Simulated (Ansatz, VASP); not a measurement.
# One calculation of SiO2, two programs

```xyz
9
Lattice="5.0080 0.0000 0.0000 -2.5040 4.3370 0.0000 0.0000 0.0000 5.4851" Properties=species:S:1:pos:R:3 pbc="T T T"
Si    1.2520    2.1685    1.8284
Si   -1.2520    2.1685    3.6567
Si    2.5040    0.0000    0.0000
O    -0.9397    3.4339    4.5709
O     1.5643    0.9031    0.9142
O     0.0000    1.8063    2.7425
O     3.4437    0.9031    4.5709
O     0.9397    3.4339    0.9142
O     2.5040    2.5307    2.7425
```

Alike in both runs: task single point; functional r2SCAN; k mesh 6 × 6 × 4; no spin polarisation.

```csv
,VASP,Ansatz
version,VASP 6.6.1,Ansatz 0.2.0
potentials or method,"VASP PAW PBE potentials, release 64 (Si, O)","plane waves, PAW"
plane-wave cutoff (eV),520,500
occupations,"gaussian, width 0.01 eV",fixed
valence electrons in the cell,48,48
```

```csv
,VASP,Ansatz,Ansatz less VASP
gap on the k mesh at the Fermi level (eV),6.44,6.45,+0.004
pressure (GPa),6.4,6.2,-0.20
"traceless stress, the component that is largest in VASP (GPa)",0.06,0.02,-0.037
rms of the force components (eV/Å),0.115,0.121,+0.0057
```

VASP's potentials were made for PBE, not for r2SCAN. Atom by atom the forces differ by 0.006 eV/Å (rms over components).
